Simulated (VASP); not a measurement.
# CuO in VASP: a series of runs

CuO is run at these levels: PBEsol; tasks: single point.

Everything below comes from runs of VASP 6.6.1. Logs are shortened: lines on timing, memory, paths and dates and some standing lists are left out, and cuts for length are marked.

## (1) The cell of the first run

The structure is monoclinic, space group Cc (No. 9). Conventional cell: a = 4.689 Å, b = 3.427 Å, c = 5.132 Å, α = 90.00°, β = 99.65°, γ = 90.00°. Cu (site symmetry 1) has 4 O at 1.91 to 2.02 Å within 2.5 Å. O (site symmetry 1) has 4 Cu at 1.91 to 2.02 Å within 2.5 Å.

## (2) Single point, PBEsol

Contents of INCAR:

```
SYSTEM = CuO
PREC = Accurate ; ENCUT = 520
EDIFF = 1E-6 ; ISMEAR = 0
SIGMA = 0.1 ; LREAL = .False.
LASPH = .True. ; NELM = 80
ALGO = Normal ; ISIF = 2
LWAVE = .False. ; LCHARG = .True.
GGA = PS ; LELF = .True.
LVHAR = .True. ; NBANDS = 25
```

Contents of KPOINTS:

```
regular mesh
0
Gamma
  1 1 1
  0 0 0
```

Contents of POSCAR:

```
CuO
1.0
    2.3446500000     -1.7134000000      0.0000000000
    2.3446500000      1.7134000000      0.0000000000
   -0.8605500000      0.0000000000      5.0594400000
Cu O
2 2
Direct
    0.0032000000      0.4968000000      0.0000000000
    0.4968000000      0.0032000000      0.5000000000
    0.5714000000      0.4056000000      0.2537000000
    0.4056000000      0.5714000000      0.7537000000
```

Potentials or basis: VASP PAW PBE potentials, release 64 (Cu, O).

On the command line:

```console
$ cat potpaw_PBE.64/Cu/POTCAR potpaw_PBE.64/O/POTCAR > POTCAR
$ mpirun -np 1 vasp_gam > vasp.out
```

OUTCAR:

```text
SYSTEM = CuO
   PREC = Accurate
   ENCUT = 520
   EDIFF = 1E-6
   ISMEAR = 0
   LREAL = .False.
   LASPH = .True.
   NELM = 80
   ISIF = 2
   GGA = PS

 ion  position               nearest neighbor table
   1  0.003  0.497  0.000-   4 1.91   3 1.93   4 1.98   3 2.02
   2  0.497  0.003  0.500-   3 1.91   4 1.93   3 1.98   4 2.02
   3  0.571  0.406  0.254-   2 1.91   1 1.93   2 1.98   1 2.02
   4  0.406  0.571  0.754-   1 1.91   2 1.93   1 1.98   2 2.02

  LATTYP: Found a base centered monoclinic cell.
 ALAT       =     4.6893000000
 B/A-ratio  =     0.7307700510
 C/A-ratio  =     1.0944283424
 COS(beta)  =    -0.1676798048

  Lattice vectors:

 A1 = (   2.3446500000,  -1.7134000000,   0.0000000000)
 A2 = (   2.3446500000,   1.7134000000,   0.0000000000)
 A3 = (  -0.8605500000,   0.0000000000,   5.0594400000)

Analysis of symmetry for initial positions (statically):
=====================================================================
 Subroutine PRICEL returns:
 Original cell was already a primitive cell.

 Routine SETGRP: Setting up the symmetry group for a
 base centered monoclinic supercell.

 Subroutine GETGRP returns: Found  2 space group operations
 (whereof  1 operations were pure point group operations)
 out of a pool of  4 trial point group operations.

The static configuration has the point symmetry C_1 .
 The point group associated with its full space group is C_1h.

Analysis of symmetry for dynamics (positions and initial velocities):
=====================================================================
 Subroutine PRICEL returns:
 Original cell was already a primitive cell.

 Routine SETGRP: Setting up the symmetry group for a
 base centered monoclinic supercell.

 Subroutine GETGRP returns: Found  2 space group operations
 (whereof  1 operations were pure point group operations)
 out of a pool of  4 trial point group operations.

The dynamic configuration has the point symmetry C_1 .
 The point group associated with its full space group is C_1h.

 Subroutine INISYM returns: Found  2 space group operations
 (whereof  1 operations are pure point group operations),
 and found     1 'primitive' translations

----------------------------------------------------------------------------------------

                                     Primitive cell

  volume of cell :      40.6508

  direct lattice vectors                    reciprocal lattice vectors
     2.344650000 -1.713400000  0.000000000     0.213251445 -0.291817439  0.036271510
     2.344650000  1.713400000  0.000000000     0.213251445  0.291817439  0.036271510
    -0.860550000  0.000000000  5.059440000     0.000000000  0.000000000  0.197650333

  length of vectors
     2.903984019  2.903984019  5.132102826     0.363248151  0.363248151  0.197650333

  position of ions in fractional coordinates (direct lattice)
     0.003200000  0.496800000  0.000000000
     0.496800000  0.003200000  0.500000000
     0.571400000  0.405600000  0.253700000
     0.405600000  0.571400000  0.753700000

  ion indices of the primitive-cell ions
   primitive index   ion index
                 1           1
                 2           2
                 3           3
                 4           4

----------------------------------------------------------------------------------------

 KPOINTS: regular mesh

Automatic generation of k-mesh.
 Grid dimensions read from file:
 generate k-points for:    1    1    1

 Generating k-lattice:

  Cartesian coordinates                     Fractional coordinates (reciprocal lattice)
     0.213251445 -0.291817439  0.036271510     1.000000000 -0.000000000  0.000000000
     0.213251445  0.291817439  0.036271510    -0.000000000  1.000000000  0.000000000
     0.000000000  0.000000000  0.197650333     0.000000000  0.000000000  1.000000000

  Length of vectors
     0.363248151  0.363248151  0.197650333

  Shift w.r.t. Gamma in fractional coordinates (k-lattice)
     0.000000000  0.000000000  0.000000000

 Subroutine IBZKPT returns following result:
 ===========================================

 Found      1 irreducible k-points:

 Following reciprocal coordinates:
            Coordinates               Weight
  0.000000  0.000000  0.000000      1.000000
   k-points           NKPTS =      1   k-points in BZ     NKDIM =      1   number of bands    NBANDS=     25
   number of dos      NEDOS =    301   number of ions     NIONS =      4
   total plane-waves  NPLWV =  23040
   dimension x,y,z NGX =    24 NGY =   24 NGZ =   40
   dimension x,y,z NGXF=    48 NGYF=   48 NGZF=   80
   ions per type =               2   2
   NGX,Y,Z   is equivalent  to a cutoff of  13.74, 13.74, 12.96 a.u.
   NGXF,Y,Z  is equivalent  to a cutoff of  27.48, 27.48, 25.91 a.u.
 SYSTEM =  CuO
   PREC   = accura    normal or accurate (medium, high low for compatibility)
   ISTART =      0    job   : 0-new  1-cont  2-samecut
   ICHARG =      2    charge: 1-file 2-atom 10-const
   ISPIN  =      1    spin polarized calculation?
   LNONCOLLINEAR =      F non collinear calculations
   LSORBIT =      F    spin-orbit coupling
   LASPH  =      T    aspherical Exc in radial PAW
   ENCUT  =  520.0 eV  38.22 Ry    6.18 a.u.   5.40  5.40  9.54*2*pi/ulx,y,z
   NELM   =     80;   NELMIN=  2; NELMDL= -5     # of ELM steps
   EDIFF  = 0.1E-05   stopping-criterion for ELM
   LREAL  =      F    real-space projection
   EDIFFG = 0.1E-04   stopping-criterion for IOM
   NSW    =      0    number of steps for IOM
   IBRION =     -1    ionic relax: 0-MD 1-quasi-New 2-CG
   NFREE  =      0    steps in history (QN), initial steepest desc. (CG)
   ISIF   =      2    stress and relaxation
   ISYM   =      2    0-nonsym 1-usesym 2-fastsym
   POTIM  = 0.5000    time-step for ionic-motion
   TEBEG  =    0.0;   TEEND  =   0.0 temperature during run
   PSTRESS=    0.0 pullay stress
   NELECT =      34.0000    total number of electrons
   NUPDOWN=      -1.0000    fix difference up-down
   EMIN   =  10.00;   EMAX   =-10.00  energy-range for DOS
   EFERMI =   0.00;   METHOD = LEGACY
   ISMEAR =     0;   SIGMA  =   0.10  broadening in eV -4-tet -1-fermi 0-gaus
   EFERMI_NEDOS =   21; number of points for ismear=-14 and -15
   IALGO  =     38    algorithm
   IMIX   =      4    mixing-type and parameters
     AMIX     =   0.40;   BMIX     =  1.00
     AMIX_MAG =   1.60;   BMIX_MAG =  1.00
  volume/ion in A,a.u.               =      10.16        68.58
  Fermi-wavevector in a.u.,A,eV,Ry     =   1.542451  2.914810 32.370373  2.379155
  Thomas-Fermi vector in A             =   2.648254
   LORBIT       =      0    0 simple, 1 ext, 2 COOP (PROOUT), +10 PAW based schemes
   GGA     = PS    functional components
   LHFCALC =     F    Hartree Fock is set to
   AEXX    =    0.0000 exact exchange contribution
   IVDW    =     0    specifies the selected vdW correction
   LEPSILON=     F    determine dielectric tensor
   LRPA    =     F    only Hartree local field effects (RPA)
 non-spin polarized calculation
 Gauss-broadening in eV      SIGMA  =   0.10
  energy-cutoff  :      520.00
  volume of cell :       40.65
 maximum number of plane-waves:       565
 NGX is ok and might be reduce to    24
   NGX = 11   NGY = 11   NGZ = 19

 number of electron      34.0000000 magnetization

 Free energy of the ion-electron system (eV)
  ---------------------------------------------------
  ext. energy  EPLUGINS =         0.00000000
  ---------------------------------------------------
  free energy    TOTEN  =       -17.11460507 eV

  energy without entropy =      -17.09365405  energy(sigma->0) =      -17.10412956

 E-fermi :   6.5287     XC(G=0): -11.9931

 val. band max:        6.3989767855   @ k =   0.0000   0.0000   0.0000
 cond. band min:       6.6584967155   @ k =   0.0000   0.0000   0.0000
 fundamental gap:      0.2595199300
 Fermi energy:         6.5287367505

 k-point     1 :       0.0000    0.0000    0.0000
  band No.  band energies     occupation
      1     -13.5283      2.00000
      2     -12.0721      2.00000
      3      -2.2033      2.00000
      4       0.0258      2.00000
      5       0.6808      2.00000
      6       1.8479      2.00000
      7       2.0086      2.00000
      8       2.1402      2.00000
      9       2.3486      2.00000
     10       2.6523      2.00000
     11       2.7741      2.00000
     12       2.9907      2.00000
     13       3.1817      2.00000
     14       3.4900      2.00000
     15       3.7558      2.00000
     16       3.9127      2.00000
     17       6.3990      1.93351
     18       6.6585      0.06649
     19       7.3236      0.00000
     20      11.7750      0.00000
     21      14.0080      0.00000
     22      18.8429      0.00000
     23      21.1371      0.00000
     24      21.9392      0.00000
     25      22.3074      0.00000

------------------------ aborting loop because EDIFF is reached ----------------------------------------

  FORCE on cell =-STRESS in cart. coord.  units (eV):
  Direction    XX          YY          ZZ          XY          YZ          ZX
  --------------------------------------------------------------------------------------
  -------------------------------------------------------------------------------------
  Total       -5.4044188     -1.0202758      4.2929531      0.0000000      0.0000000      1.9501636
  in kB     -213.0052694    -40.2123013    169.1988865      0.0000000      0.0000000     76.8621275
  external PRESSURE =     -28.0062281 kB  Pullay stress =       0.0000000 kB

 VOLUME and BASIS-vectors are now :
 -----------------------------------------------------------------------------
  energy-cutoff  :      520.00
  volume of cell :       40.65
      direct lattice vectors                 reciprocal lattice vectors
     2.344650000 -1.713400000  0.000000000     0.213251445 -0.291817439  0.036271510
     2.344650000  1.713400000  0.000000000     0.213251445  0.291817439  0.036271510
    -0.860550000  0.000000000  5.059440000     0.000000000  0.000000000  0.197650333

 POSITION                                       TOTAL-FORCE (eV/Angst)
 -----------------------------------------------------------------------------------
      1.17233      0.84573      0.00000        -1.125623      0.393792      0.304498
      0.74205     -0.84573      2.52972        -1.125623     -0.393792      0.304498
      2.07240     -0.28408      1.28358         1.125623      1.211327     -0.304498
      1.64213      0.28408      3.81330         1.125623     -1.211327     -0.304498
 -----------------------------------------------------------------------------------
    total drift:                                0.000541      0.000000     -0.000463

  FREE ENERGIE OF THE ION-ELECTRON SYSTEM (eV)
  ---------------------------------------------------
  free  energy   TOTEN  =       -17.1146050715 eV

  energy  without entropy=      -17.0936540465  energy(sigma->0) =      -17.10412956
```

It took 3.3 s on 1 thread of AMD EPYC 9R45 (Zen 5), shared host; peak memory 0.11 GiB.

What came out:

| Quantity | Value |
| --- | --- |
| Free energy | -17.1146 eV |
| Pressure | -2.8 GPa |
| Largest force | 1.681 eV/Å |
| Band gap on the k mesh | 0.26 eV |

Forces on the atoms (eV/Å):
```
Cu  -1.126  0.394  0.304
Cu  -1.126 -0.394  0.304
O    1.126  1.211 -0.304
O    1.126 -1.211 -0.304
```

Levels at points of the mesh, in eV from the valence-band top:
```tsv
k point	band 14	band 15	band 16	band 17	band 18	band 19	band 20	band 21
(0.00, 0.00, 0.00)	-2.91	-2.64	-2.49	0.00	0.26	0.92	5.38	7.61
```

Caveat: the k points lie up to 2.28 Å⁻¹ apart; the PAW data sets were made with another functional, which shifts forces and pressure a little. A k mesh can miss the band edges.

## (3) Single point, PBEsol

This run uses another cell than the first one, of 10.03 Å³/atom, 0.987 times its volume.

Contents of INCAR:

```
  ALGO = Normal
  EDIFF = 1E-6
  ENCUT = 520
  GGA = PS
  ISIF = 2
  ISMEAR = 0
  LASPH = T
  LCHARG = T
  LELF = T
  LREAL = F
  LVHAR = T
  LWAVE = F
  NBANDS = 25
  NELM = 80
  PREC = Accurate
  SIGMA = 0.1
```

Contents of KPOINTS:

```
k-points
0
Gamma
  1 1 1
```

Contents of POSCAR:

```
CuO
1.0
    2.3404404522     -1.7107783127     -0.0229301573
    2.3197430003      1.6824555157     -0.0101368612
   -0.8908838133      0.0240860588      5.0786274137
Cu O
2 2
Direct
   -0.0082652229      0.4939545091     -0.0055067082
    0.4909130835     -0.0195801087      0.4987901057
    0.5733962104      0.3983939412      0.2576963426
    0.3918683292      0.5610426818      0.7397132466
```

Potentials or basis: VASP PAW PBE potentials, release 64 (Cu, O).

On the command line:

```console
$ cat potpaw_PBE.64/Cu/POTCAR potpaw_PBE.64/O/POTCAR > POTCAR
$ mpirun -np 1 vasp_gam > vasp.out
```

Run time: 3.9 s. Hardware: 1 thread of AMD EPYC 9R45 (Zen 5), shared host; peak memory 0.11 GiB.

It converged, with:

- Free energy: -17.1439 eV
- Pressure: -1.4 GPa
- Largest force: 1.570 eV/Å
- Band gap on the k mesh: 0.28 eV

Forces on the atoms (eV/Å):
```
Cu  -0.780 -0.037  0.368
Cu  -0.530 -0.001 -0.083
O    0.433  1.340 -0.306
O    0.876 -1.303  0.021
```

Stress tensor (GPa, compression positive):
```
-19.46  -3.57   8.57
 -3.57  -2.33   0.92
  8.57   0.92  17.62
```

Levels at points of the mesh, in eV from the valence-band top:
| k point | band 14 | band 15 | band 16 | band 17 | band 18 | band 19 | band 20 | band 21 |
| --- | --- | --- | --- | --- | --- | --- | --- | --- |
| (0.00, 0.00, 0.00) | -2.82 | -2.68 | -2.58 | 0.00 | 0.28 | 0.99 | 5.42 | 7.71 |

Caveat: the k points lie up to 2.32 Å⁻¹ apart; the PAW data sets were made with another functional, which shifts forces and pressure a little.

(Part 1 of 3 ends here.)
